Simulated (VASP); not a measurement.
# CuAu (P4/mmm) in VASP: settings compared

CuAu is run at these levels: LDA, PBE; tasks: single point.

Program: VASP 6.6.1. These are calculated values, not measurements. Logs are shortened: lines on timing, memory, paths and dates and some standing lists are left out, and cuts for length are marked.

**1. The cell of the first run**

It takes space group P4/mmm (No. 123, tetragonal). The conventional cell has a = 2.792 Å, b = 2.792 Å, c = 3.660 Å, α = 90.00°, β = 90.00°, γ = 90.00°. Within 3.5 Å of Au (site symmetry 4/mmm) lie 8 Cu at 2.69 Å and 4 Au at 2.79 Å. Cu (site symmetry 4/mmm) has 8 Au at 2.69 Å and 4 Cu at 2.79 Å within 3.5 Å.

**2. Single point, LDA**

INCAR

```
SYSTEM = CuAu
ALGO     = Normal         ! electronic algorithm
EDIFF    = 1E-6           ! SCF threshold, eV
ENCUT    = 520            ! plane-wave cutoff, eV
ISIF     = 2              ! what is computed and relaxed
ISMEAR   = -1             ! smearing method
LASPH    = .True.         ! aspherical terms in the spheres
LCHARG   = .False.        ! write CHGCAR
LREAL    = .False.        ! projectors in reciprocal space
LWAVE    = .False.        ! write WAVECAR
NBANDS   = 18             ! bands
NELM     = 60             ! most SCF steps
PREC     = Accurate       ! precision mode
SIGMA    = 0.05           ! smearing width, eV
```

KPOINTS

```
k-points
0
Gamma
  9 9 7
  0 0 0
```

POSCAR

```
CuAu
1.0
    2.7918847965      0.0000000000      0.0000000000
    0.0000000000      2.7918847965      0.0000000000
    0.0000000000      0.0000000000      3.6602677112
Au Cu
1 1
Direct
    0.0000000000      0.0000000000      0.0000000000
    0.5000000000      0.5000000000      0.5000000000
```

Potentials or basis: VASP PAW LDA potentials, release 64 (Au, Cu).

Run with:

```console
> cat potpaw_LDA.64/Au/POTCAR potpaw_LDA.64/Cu/POTCAR > POTCAR
> mpirun -np 1 vasp_std > vasp.out
```

OUTCAR:

```text
SYSTEM = CuAu
   EDIFF = 1E-6
   ENCUT = 520
   ISIF = 2
   ISMEAR = -1
   LASPH = .True.
   LREAL = .False.
   NELM = 60
   PREC = Accurate

 ion  position               nearest neighbor table
   1  0.000  0.000  0.000-   2 2.69   2 2.69   2 2.69   2 2.69   2 2.69   2 2.69   2 2.69   2 2.69

   2  0.500  0.500  0.500-   1 2.69   1 2.69   1 2.69   1 2.69   1 2.69   1 2.69   1 2.69   1 2.69

  LATTYP: Found a simple tetragonal cell.
 ALAT       =     2.7918847965
 C/A-ratio  =     1.3110382333

  Lattice vectors:

 A1 = (   2.7918847965,   0.0000000000,   0.0000000000)
 A2 = (   0.0000000000,   2.7918847965,   0.0000000000)
 A3 = (   0.0000000000,   0.0000000000,   3.6602677112)

Analysis of symmetry for initial positions (statically):
=====================================================================
 Subroutine PRICEL returns:
 Original cell was already a primitive cell.

 Routine SETGRP: Setting up the symmetry group for a
 simple tetragonal supercell.

 Subroutine GETGRP returns: Found 16 space group operations
 (whereof 16 operations were pure point group operations)
 out of a pool of 16 trial point group operations.

The static configuration has the point symmetry D_4h.

Analysis of symmetry for dynamics (positions and initial velocities):
=====================================================================
 Subroutine PRICEL returns:
 Original cell was already a primitive cell.

 Routine SETGRP: Setting up the symmetry group for a
 simple tetragonal supercell.

 Subroutine GETGRP returns: Found 16 space group operations
 (whereof 16 operations were pure point group operations)
 out of a pool of 16 trial point group operations.

The dynamic configuration has the point symmetry D_4h.

 Subroutine INISYM returns: Found 16 space group operations
 (whereof 16 operations are pure point group operations),
 and found     1 'primitive' translations

----------------------------------------------------------------------------------------

                                     Primitive cell

  volume of cell :      28.5304

  direct lattice vectors                    reciprocal lattice vectors
     2.791884797  0.000000000  0.000000000     0.358180968  0.000000000  0.000000000
     0.000000000  2.791884797  0.000000000     0.000000000  0.358180968  0.000000000
     0.000000000  0.000000000  3.660267711     0.000000000  0.000000000  0.273204060

  length of vectors
     2.791884797  2.791884797  3.660267711     0.358180968  0.358180968  0.273204060

  position of ions in fractional coordinates (direct lattice)
     0.000000000  0.000000000  0.000000000
     0.500000000  0.500000000  0.500000000

  ion indices of the primitive-cell ions
   primitive index   ion index
                 1           1
                 2           2

----------------------------------------------------------------------------------------

 KPOINTS: k-points

Automatic generation of k-mesh.
 Grid dimensions read from file:
 generate k-points for:    9    9    7

 Generating k-lattice:

  Cartesian coordinates                     Fractional coordinates (reciprocal lattice)
     0.039797885  0.000000000  0.000000000     0.111111111  0.000000000  0.000000000
     0.000000000  0.039797885  0.000000000     0.000000000  0.111111111  0.000000000
     0.000000000  0.000000000  0.039029151     0.000000000  0.000000000  0.142857143

  Length of vectors
     0.039797885  0.039797885  0.039029151

  Shift w.r.t. Gamma in fractional coordinates (k-lattice)
     0.000000000  0.000000000  0.000000000

 Subroutine IBZKPT returns following result:
 ===========================================

 Found     60 irreducible k-points:

 Following reciprocal coordinates:
            Coordinates               Weight
  0.000000  0.000000  0.000000      1.000000
  0.111111  0.000000  0.000000      4.000000
  0.222222  0.000000  0.000000      4.000000
  0.333333  0.000000  0.000000      4.000000
  0.444444  0.000000  0.000000      4.000000
  0.111111  0.111111  0.000000      4.000000
[... 16 lines left out ...]
  0.333333  0.111111  0.142857     16.000000
  0.444444  0.111111  0.142857     16.000000
 [... further k-points ...]
   k-points           NKPTS =     60   k-points in BZ     NKDIM =     60   number of bands    NBANDS=     18
   number of dos      NEDOS =    301   number of ions     NIONS =      2
   total plane-waves  NPLWV =  16128
   dimension x,y,z NGX =    24 NGY =   24 NGZ =   28
   dimension x,y,z NGXF=    48 NGYF=   48 NGZF=   56
   ions per type =               1   1
   NGX,Y,Z   is equivalent  to a cutoff of  14.29, 14.29, 12.72 a.u.
   NGXF,Y,Z  is equivalent  to a cutoff of  28.58, 28.58, 25.43 a.u.
 SYSTEM =  CuAu
   PREC   = accura    normal or accurate (medium, high low for compatibility)
   ISTART =      0    job   : 0-new  1-cont  2-samecut
   ICHARG =      2    charge: 1-file 2-atom 10-const
   ISPIN  =      1    spin polarized calculation?
   LNONCOLLINEAR =      F non collinear calculations
   LSORBIT =      F    spin-orbit coupling
   LASPH  =      T    aspherical Exc in radial PAW
   ENCUT  =  520.0 eV  38.22 Ry    6.18 a.u.   5.19  5.19  6.81*2*pi/ulx,y,z
   NELM   =     60;   NELMIN=  2; NELMDL= -5     # of ELM steps
   EDIFF  = 0.1E-05   stopping-criterion for ELM
   LREAL  =      F    real-space projection
   EDIFFG = 0.1E-04   stopping-criterion for IOM
   NSW    =      0    number of steps for IOM
   IBRION =     -1    ionic relax: 0-MD 1-quasi-New 2-CG
   NFREE  =      0    steps in history (QN), initial steepest desc. (CG)
   ISIF   =      2    stress and relaxation
   ISYM   =      2    0-nonsym 1-usesym 2-fastsym
   POTIM  = 0.5000    time-step for ionic-motion
   TEBEG  =    0.0;   TEEND  =   0.0 temperature during run
   PSTRESS=    0.0 pullay stress
   NELECT =      22.0000    total number of electrons
   NUPDOWN=      -1.0000    fix difference up-down
   EMIN   =  10.00;   EMAX   =-10.00  energy-range for DOS
   EFERMI =   0.00;   METHOD = LEGACY
   ISMEAR =    -1;   SIGMA  =   0.05  broadening in eV -4-tet -1-fermi 0-gaus
   EFERMI_NEDOS =   21; number of points for ismear=-14 and -15
   IALGO  =     38    algorithm
   IMIX   =      4    mixing-type and parameters
     AMIX     =   0.40;   BMIX     =  1.00
     AMIX_MAG =   1.60;   BMIX_MAG =  1.00
  volume/ion in A,a.u.               =      14.27        96.27
  Fermi-wavevector in a.u.,A,eV,Ry     =   1.501227  2.836908 30.663223  2.253683
  Thomas-Fermi vector in A             =   2.612625
   LORBIT       =      0    0 simple, 1 ext, 2 COOP (PROOUT), +10 PAW based schemes
   GGA     = CA    functional components
   LHFCALC =     F    Hartree Fock is set to
   AEXX    =    0.0000 exact exchange contribution
   IVDW    =     0    specifies the selected vdW correction
   LEPSILON=     F    determine dielectric tensor
   LRPA    =     F    only Hartree local field effects (RPA)
 non-spin polarized calculation
  energy-cutoff  :      520.00
  volume of cell :       28.53
 maximum number of plane-waves:       788
 NGX is ok and might be reduce to    24
   NGX = 11   NGY = 11   NGZ = 13

 number of electron      22.0000009 magnetization

 Free energy of the ion-electron system (eV)
  ---------------------------------------------------
  ext. energy  EPLUGINS =         0.00000000
  ---------------------------------------------------
  free energy    TOTEN  =        -9.26655204 eV

  energy without entropy =       -9.26286210  energy(sigma->0) =       -9.26470707

 E-fermi :   8.7770     XC(G=0): -13.0903

 val. band max:        8.7136904341   @ k =   0.1111   0.1111   0.2857
 cond. band min:       8.8006526483   @ k =   0.3333   0.1111   0.4286
 fundamental gap:      0.0869622143
 Fermi energy:         8.7770057349

 k-point     1 :       0.0000    0.0000    0.0000
  band No.  band energies     occupation
      1      -1.1667      2.00000
      2       2.0357      2.00000
      3       2.2059      2.00000
      4       4.6615      2.00000
      5       4.6615      2.00000
      6       5.7786      2.00000
[... 10 lines left out ...]
     17      25.9007      0.00000
     18      26.2818      0.00000

 k-point     2 :       0.1111    0.0000    0.0000
  band No.  band energies     occupation
      1      -0.8760      2.00000
      2       2.1742      2.00000
      3       2.3845      2.00000
      4       4.4870      2.00000
      5       4.7315      2.00000
      6       5.6547      2.00000
[... 10 lines left out ...]
     17      26.3815      0.00000
     18      27.9371      0.00000

 k-point     3 :       0.2222    0.0000    0.0000
  band No.  band energies     occupation
      1      -0.0746      2.00000
      2       2.4524      2.00000
      3       2.9779      2.00000
      4       4.0288      2.00000
      5       4.9285      2.00000
      6       5.3259      2.00000
[... 10 lines left out ...]
     17      25.6382      0.00000
     18      27.6856      0.00000

 k-point     4 :       0.3333    0.0000    0.0000
  band No.  band energies     occupation
      1       0.9992      2.00000
      2       2.8265      2.00000
      3       3.5159      2.00000
      4       3.7402      2.00000
      5       4.9437      2.00000
      6       5.2078      2.00000
[... 375 lines left out ...]
      4       3.9777      2.00000
      5       4.5997      2.00000
      6       5.0673      2.00000
[... 10 lines left out ...]
     17      26.6142      0.00000
     18      27.6000      0.00000

 k-point    23 :       0.3333    0.1111    0.1429
  band No.  band energies     occupation
      1       1.4093      2.00000
      2       2.9249      2.00000
      3       3.4596      2.00000
      4       3.8407      2.00000
      5       4.6095      2.00000
      6       4.8795      2.00000
[... 10 lines left out ...]
     17      25.9350      0.00000
     18      26.4655      0.00000

 k-point    24 :       0.4444    0.1111    0.1429
  band No.  band energies     occupation
      1       2.1908      2.00000
      2       2.7433      2.00000
      3       3.5163      2.00000
      4       3.8290      2.00000
      5       4.6706      2.00000
      6       5.2461      2.00000
[... 10 lines left out ...]
     17      23.9398      0.00000
     18      24.7313      0.00000

 [... further k-points ...]
[... 5 lines left out ...]
  --------------------------------------------------------------------------------------
  -------------------------------------------------------------------------------------
  Total       -0.9565666     -0.9565666     -1.0612489      0.0000000      0.0000000      0.0000000
  in kB      -53.7177684    -53.7177684    -59.5963974      0.0000000      0.0000000      0.0000000
  external PRESSURE =     -55.6773114 kB  Pullay stress =       0.0000000 kB

 VOLUME and BASIS-vectors are now :
 -----------------------------------------------------------------------------
  energy-cutoff  :      520.00
  volume of cell :       28.53
      direct lattice vectors                 reciprocal lattice vectors
     2.791884797  0.000000000  0.000000000     0.358180968  0.000000000  0.000000000
     0.000000000  2.791884797  0.000000000     0.000000000  0.358180968  0.000000000
     0.000000000  0.000000000  3.660267711     0.000000000  0.000000000  0.273204060

 POSITION                                       TOTAL-FORCE (eV/Angst)
 -----------------------------------------------------------------------------------
      0.00000      0.00000      0.00000         0.000000      0.000000      0.000000
      1.39594      1.39594      1.83013         0.000000      0.000000      0.000000
 -----------------------------------------------------------------------------------
    total drift:                                0.000000      0.000000     -0.000000

  FREE ENERGIE OF THE ION-ELECTRON SYSTEM (eV)
  ---------------------------------------------------
  free  energy   TOTEN  =        -9.2665520409 eV

  energy  without entropy=       -9.2628620976  energy(sigma->0) =       -9.26470707
```

Wall time 27 s (1 thread of AMD EPYC 7R43 (Zen 3), shared host); peak memory 0.12 GiB.

What came out:

| Property | Result |
| --- | --- |
| Free energy | -9.2666 eV |
| Pressure | -5.6 GPa |
| Band gap on the k mesh | zero (band 11 reaches 12.32 eV, above the bottom of band 12 at 6.78 eV) |

Stress tensor (GPa, compression positive):
```
-5.37  0.00  0.00
 0.00 -5.37  0.00
 0.00  0.00 -5.96
```

Caveat: spin-orbit coupling is left out, which moves the levels of the heavy elements.

**3. Single point, PBE**

This run uses another cell than the first one, of 13.97 Å³/atom, 0.980 times its volume.

INCAR

```
ALGO = Fast ; EDIFF = 1E-6
ENCUT = 520 ; GGA = PE
ISIF = 2 ; ISMEAR = -1
LASPH = True ; LCHARG = True
LELF = True ; LREAL = False
LVHAR = True ; LWAVE = False
NBANDS = 18 ; NELM = 60
PREC = Accurate ; SIGMA = 0.05
```

KPOINTS

```
k-points
0
Gamma
  9 9 7
```

POSCAR

```
CuAu
1.0
    2.7727616977      0.0000000000      0.0000000000
    0.0000000000      2.7727616977      0.0000000000
    0.0000000000      0.0000000000      3.6351965976
Au Cu
1 1
Direct
    0.0000000000      0.0000000000      0.0000000000
    0.5000000000      0.5000000000      0.5000000000
```

Potentials or basis: VASP PAW PBE potentials, release 64 (Au, Cu).

Run with:

```console
> cat potpaw_PBE.64/Au/POTCAR potpaw_PBE.64/Cu/POTCAR > POTCAR
> mpirun -np 1 vasp_std > vasp.out
```

It took 38 s on 1 thread of AMD EPYC 7R43 (Zen 3), shared host; peak memory 0.13 GiB.

It converged, with:

* Free energy: -7.0064 eV
* Pressure: 12.2 GPa
* Band gap on the k mesh: zero (band 11 reaches 12.93 eV, above the bottom of band 12 at 7.31 eV)

Stress tensor (GPa, compression positive):
```
12.62  0.00  0.00
 0.00 12.62  0.00
 0.00  0.00 11.44
```

Levels at points of the mesh, in eV from the Fermi level:
```csv
k point,band 9,band 10,band 11,band 12,band 13,band 14
"(0.00, 0.00, 0.00)",-1.72,-1.47,-1.47,2.08,8.44,10.22
```

Caveat: spin-orbit coupling is left out, which moves the levels of the heavy elements.
